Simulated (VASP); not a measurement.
A run of VASP 6.6.1 is set up as follows.

INCAR

```
PREC = Accurate
ENCUT = 600
EDIFF = 1E-7
ISMEAR = -1
SIGMA = 0.1
LREAL = F
LASPH = T
NELM = 120
ALGO = Normal
ISIF = 4
LWAVE = F
LCHARG = F
GGA = PE
IBRION = 2
NSW = 50
EDIFFG = -0.005
GGA_COMPAT = F
NELMIN = 4
```

File KPOINTS:

```
Automatic mesh
0
Gamma
  17 17 9
```

File POSCAR:

```
Cr
1.0
    2.0019465985      0.0000000000      0.0000000000
   -1.0009732992      1.7337366113      0.0000000000
    0.0000000000      0.0000000000      3.5740377841
Cr
2
Direct
    0.3333333333      0.6666666667      0.2500000000
    0.6666666667      0.3333333333      0.7500000000
```

Potentials or basis: VASP PAW PBE potentials, release 64 (Cr_sv).

Run with:

```console
$ cat potpaw_PBE.64/Cr_sv/POTCAR > POTCAR
$ mpirun -np 1 vasp_std > vasp.out
```

Problem. Predict the band gap on the k mesh.

Solution. Zero (band 14 reaches 29.46 eV, above the bottom of band 15 at 25.98 eV).

The path:
```
step  energy change (eV)  largest force (eV/Å)  pressure (GPa)  volume (Å³)
   1              0.0000                0.0000          532.64        12.40
   2             -0.1328                0.0000          523.27        12.40
   3             -0.1341                0.0000          523.32        12.40
```

Caveat: the run has no spin polarisation, though such a crystal can be magnetic. Spin polarisation is off, so any magnetic state and its effect on volume and gap are missing.
